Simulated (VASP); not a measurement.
Crystal: WS2.

```
W S
1.0
     1.57900    0.91164    6.16333
    -1.57900    0.91164    6.16333
     0.00000   -1.82327    6.16333
W S
1 2
Direct
  0.00000 0.00000 0.00000
  0.75030 0.75030 0.75030
  0.58100 0.58100 0.58100
```

Base run:

| Item | Value |
| --- | --- |
| Program | VASP 6.6.1 |
| Functional | r2SCAN |
| Potentials or basis | VASP PAW PBE potentials, release 64 (W_sv, S) |
| Cutoff | 520 eV |
| k mesh | 7 × 7 × 7 |
| Occupations | gaussian, width 0.05 eV |
| Spin | collinear spin |
| Starting moments | [0.5, 0.0, 0.0] μB |

Its results: band gap on the k mesh 1.26 eV (least direct gap 2.46 eV); pressure 2.8 GPa; net moment 0.00 μB per cell; largest force 0.621 eV/Å.

**Question.** The run is repeated on the same cell with these changes: functional from r2SCAN to PBEsol. What comes out?

**Answer.** Band gap on the k mesh 1.11 eV (least direct gap 2.32 eV); pressure -0.5 GPa; net moment 0.00 μB per cell; largest force 0.602 eV/Å.

Caveats: the PAW data sets were made with another functional, which shifts forces and pressure a little; spin-orbit coupling is left out, which moves the levels of the heavy elements; an odd mesh through Γ misses points on the zone boundary, where band edges can lie.
